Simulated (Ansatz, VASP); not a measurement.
## One calculation of MgC, two programs

The input INCAR:

```
ALGO = Normal ; EDIFF = 1E-6
EDIFFG = -0.01 ; ENCUT = 600
GGA = PE ; IBRION = 2
ISIF = 3 ; ISMEAR = 0
LASPH = T ; LCHARG = F
LREAL = F ; LWAVE = F
NELM = 100 ; NSW = 100
PREC = Accurate ; SIGMA = 0.1
```

KPOINTS

```
k-points
0
Gamma
  20 20 18
```

The input POSCAR:

```
MgC
1.0
    2.7410422475      0.0000000000      0.0000000000
    0.0000000000      2.7410422475      0.0000000000
    0.0000000000      0.0000000000      2.9267487284
Mg C
1 1
Direct
    0.0000000000      0.0000000000      0.5000000000
    0.5000000000      0.5000000000      0.0000000000
```

Input for Ansatz:

```yaml
crystal:
  lattice:
    - [2.7410422475, 0.0, 0.0]
    - [0.0, 2.7410422475, 0.0]
    - [0.0, 0.0, 2.9267487284]
  atoms:
    - { symbol: Mg, position: [0.0, 0.0, 0.5] }
    - { symbol: C, position: [0.5, 0.5, 0.0] }
basis:
  ecutwfc: 420
kpoints:
  mp_grid: { grid: [20, 20, 18] }
hamiltonian:
  xc: pbe
scf:
  occupations: { method: gaussian, width: 0.1 }
output:
  forces: true
  stress: true
  eigenvalues: true
relax:
  adjacent_minimum: "off"
  f_tol: 0.01
  max_steps: 80
  cell: { stress_tol: 0.05 }
```

Change from the starting cell: species swapped into the ZrRh type (Pmma, No. 51).

Alike in both runs: task relaxation of cell and atoms; functional PBE; k mesh 20 × 20 × 18; occupations gaussian, width 0.1 eV; no spin polarisation.

|  | VASP | Ansatz |
| --- | --- | --- |
| version | VASP 6.6.1 | Ansatz 0.2.0 |
| potentials or method | VASP PAW PBE potentials, release 64 (Mg, C), cutoff 600 eV | scalar-relativistic, plane waves, PAW |
| valence electrons in the cell | 6 | 14 |

```tsv
	VASP	Ansatz	Ansatz less VASP
gap on the k mesh at the Fermi level, each at its own relaxed structure (eV)	none	none	-
relaxed volume (Å³/atom)	10.96	11.00	+0.036
relaxed cell length with the largest relative difference (Å)	2.790	2.795	+0.0049
```

A gap of «none» marks a metal or a gap that the smearing closes. VASP's potentials hold 6 valence electrons a cell and Ansatz's 14, so a difference there can come from the potentials and not from the codes.
